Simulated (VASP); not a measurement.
Mo3H, 4 atoms in the cell. It takes space group P4/mmm (No. 123, tetragonal). Conventional cell: a = 4.157 Å, b = 4.157 Å, c = 3.830 Å, α = 90.00°, β = 90.00°, γ = 90.00°. H (site symmetry 4/mmm) has 16 Mo at 2.83 to 3.51 Å and 2 H at 3.83 Å within 3.9 Å. Mo (site symmetry 4/mmm) has 4 Mo at 2.08 Å within 2.8 Å. Within 3.0 Å of Mo (site symmetry mmm) lie 6 Mo at 2.08 to 2.94 Å and 4 H at 2.83 Å. The cell was generated, and may not be a known phase.

```yaml
Program: VASP 6.6.1
Task: relaxation of cell and atoms
Functional: PBE
Potentials_or_basis: VASP PAW PBE potentials, release 64 (H, Mo_sv)
Cutoff: 600 eV
k_mesh: 5 × 5 × 5
Occupations: gaussian, width 0.2 eV
Spin: no spin polarisation
Dipole_correction: no
Further_INCAR_settings: ALGO = Normal; EDIFF = 1e-07; IBRION = 2; EDIFFG = -0.08; NSW = 36; ISIF = 3
```

Potentials or basis: VASP PAW PBE potentials, release 64 (H, Mo_sv).

Command:

```bash
$ cat potpaw_PBE.64/H/POTCAR potpaw_PBE.64/Mo_sv/POTCAR > POTCAR
$ mpirun -np 1 vasp_std > vasp.out
```

Hardware: 1 thread of Intel(R) Xeon(R) 6975P-C (Granite Rapids), on a shared host.

Task: How long does it take, and how much memory?

Result: It took 6.4 min on 1 thread of Intel(R) Xeon(R) 6975P-C (Granite Rapids), with other jobs on the host, peak memory 0.21 GiB. Counts: scf iterations 326, k points 18, ion steps 19.
